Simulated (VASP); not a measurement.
Wanted: the native input for a VASP 6.6.1 run.

```
Task                   : single point
Functional             : r2SCAN
Potentials or basis    : VASP PAW PBE potentials, release 64 (Al, Ga_d, N)
Cutoff                 : 520 eV
k mesh                 : 6 × 8 × 4
Occupations            : gaussian, width 0.05 eV
Spin                   : no spin polarisation
Dipole correction      : no
Further INCAR settings : ALGO = Normal; EDIFF = 1e-06; NBANDS = 41
```

The system is AlGa3N4.

```
Al Ga N
1.0
     5.13892    0.00000    0.00002
     0.00000    3.16341    0.00000
    -0.00369    0.00000    5.88777
Al Ga N
1 3 4
Direct
  0.00058 0.50000 0.66730
  0.49917 0.50000 0.33506
  0.49925 0.00000 0.83146
  0.99986 0.00000 0.16619
  0.11941 0.50000 0.34060
  0.11733 0.00000 0.82593
  0.62024 0.00000 0.16619
  0.63175 0.50000 0.66727
```

This cell differs from its parent crystal: strain +0.0750 x Voigt [0, 0, 1, 0, 0, 0].

These files were run (other wordings do the same):

POSCAR

```
AlGa3N4
1.0
    5.1389202027      0.0000000000      0.0000184761
    0.0000000000      3.1634143065      0.0000000000
   -0.0036943801      0.0000000000      5.8877691719
Al Ga N
1 3 4
Direct
    0.0005828856      0.5000000000      0.6672982355
    0.4991712867      0.5000000000      0.3350606990
    0.4992511921      0.0000000000      0.8314570702
    0.9998609978      0.0000000000      0.1661913850
    0.1194130437      0.5000000000      0.3406010341
    0.1173310430      0.0000000000      0.8259310374
    0.6202395493      0.0000000000      0.1661937142
    0.6317500118      0.5000000000      0.6672678245
```

INCAR.step1

```
PREC = Accurate
ENCUT = 520
ISMEAR = 0
SIGMA = 0.05
LREAL = F
LASPH = T
NELM = 60
NBANDS = 41
GGA = PE
ALGO = Normal
EDIFF = 1E-4
LWAVE = T
LCHARG = F
```

INCAR.step2

```
PREC = Accurate
ENCUT = 520
EDIFF = 1E-6
ISMEAR = 0
SIGMA = 0.05
LREAL = F
LASPH = T
NELM = 60
ALGO = Normal
ISIF = 2
LWAVE = F
LCHARG = T
METAGGA = R2SCAN
LMIXTAU = T
LELF = T
LVHAR = T
NBANDS = 41
ISTART = 1
```

KPOINTS

```
Automatic mesh
0
Gamma
  6 8 4
```

Potentials or basis: VASP PAW PBE potentials, release 64 (Al, Ga_d, N).

Command:

```bash
$ cat potpaw_PBE.64/Al/POTCAR potpaw_PBE.64/Ga_d/POTCAR potpaw_PBE.64/N/POTCAR > POTCAR
$ cp INCAR.step1 INCAR
$ mpirun -np 1 vasp_std > vasp.out
$ cp INCAR.step2 INCAR
$ mpirun -np 1 vasp_std > vasp.out
```

It gave:

```json
{
 "Pressure": "-11.1 GPa",
 "Largest force": "0.533 eV/Å",
 "Band gap on the k mesh": "2.19 eV"
}
```

Caveat: the cell differs from its parent crystal (strain +0.0750 x Voigt [0, 0, 1, 0, 0, 0]); the stress differs along the axes, from -25 to -3 GPa; the PAW data sets were made with another functional, which shifts forces and pressure a little.

Wall time 20 min on 1 thread of Oxide Virtual Turin-like Processor (shared host), peak memory 0.33 GiB.
